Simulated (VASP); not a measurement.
Wanted: the native input for a VASP 6.6.1 run.

| Quantity | Value |
| --- | --- |
| Task | single point |
| Functional | PBE |
| Potentials or basis | VASP PAW PBE potentials, release 64 (Zn, As) |
| Cutoff | 520 eV |
| k mesh | 5 × 5 × 5 |
| Occupations | gaussian, width 0.05 eV |
| Spin | no spin polarisation |
| Dipole correction | no |
| Further INCAR settings | ALGO = Fast; EDIFF = 1e-07; NBANDS = 22 |

The structure of Zn2As lies in POSCAR:

```
Zn2As
1.0
    2.3509165600      1.3573023100      2.8968634200
   -2.3509165600      1.3573023100      2.8968634200
    0.0000000000     -2.7146046100      2.8968634200
Zn As
2 1
Direct
    0.8649630000      0.8595810000      0.8587330000
    0.1214310000      0.1448680000      0.1248240000
    0.4932990000      0.4998150000      0.4950210000
```

One way to write it, as run:

INCAR

```
PREC = Accurate
ENCUT = 520
EDIFF = 1E-7
ISMEAR = 0
SIGMA = 0.05
LREAL = False
LASPH = True
NELM = 60
ALGO = Fast
ISIF = 2
LWAVE = False
LCHARG = False
GGA = PE
NBANDS = 22
```

KPOINTS

```
regular mesh
0
Gamma
  5 5 5
```

Potentials or basis: VASP PAW PBE potentials, release 64 (Zn, As).

Launch:

```console
$ cat potpaw_PBE.64/Zn/POTCAR potpaw_PBE.64/As/POTCAR > POTCAR
$ mpirun -np 1 vasp_std > vasp.out
```

It gave:

The pressure is 1.3 GPa and the largest force is 1.273 eV/Å.

Caveat: forces of over 1 eV/Å act on the atoms, so gaps and moduli don't describe the material at rest.

Wall time 34 s on 1 thread of AMD EPYC 9R45 96-Core Processor (Zen 5) (shared host), peak memory 0.18 GiB.
